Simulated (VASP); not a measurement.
Wanted: the native input for a VASP 6.6.1 run.

* Task: single point
* Functional: PBE
* Potentials or basis: VASP PAW PBE potentials, release 64 (Mg, O)
* Cutoff: 600 eV
* k mesh: 8 × 8 × 8
* Occupations: gaussian, width 0.02 eV
* Spin: no spin polarisation
* Dipole correction: no
* Further INCAR settings: ALGO = Normal; EDIFF = 1e-06; NBANDS = 11

The structure of MgO (Periclase) lies in POSCAR:

```
MgO
1.0
    0.0000000000      2.1155283333      2.1085000000
    2.1155283333      0.0000000000      2.1085000000
    2.1155283333      2.1155283333      0.0000000000
Mg O
1 1
Direct
    0.0000000000      0.0000000000      0.0000000000
    0.5000000000      0.5000000000      0.5000000000
```

The input as run:

INCAR

```
PREC = Accurate
ENCUT = 600
EDIFF = 1E-6
ISMEAR = 0
SIGMA = 0.02
LREAL = F
LASPH = T
NELM = 120
ALGO = Normal
ISIF = 2
LWAVE = F
LCHARG = T
GGA = PE
LELF = T
LVHAR = T
NBANDS = 11
GGA_COMPAT = F
```

KPOINTS

```
regular mesh
0
Gamma
  8 8 8
```

Potentials or basis: VASP PAW PBE potentials, release 64 (Mg, O).

The run is started by

```sh
$ cat potpaw_PBE.64/Mg/POTCAR potpaw_PBE.64/O/POTCAR > POTCAR
$ mpirun -np 1 vasp_std > vasp.out
```

It gave:

```
Pressure               : 2.0 GPa
Band gap on the k mesh : 4.63 eV, direct
```

Wall time 14 s on 1 thread of AMD EPYC 7R13 Processor (Zen 3), with other jobs on the host, peak memory 0.12 GiB.
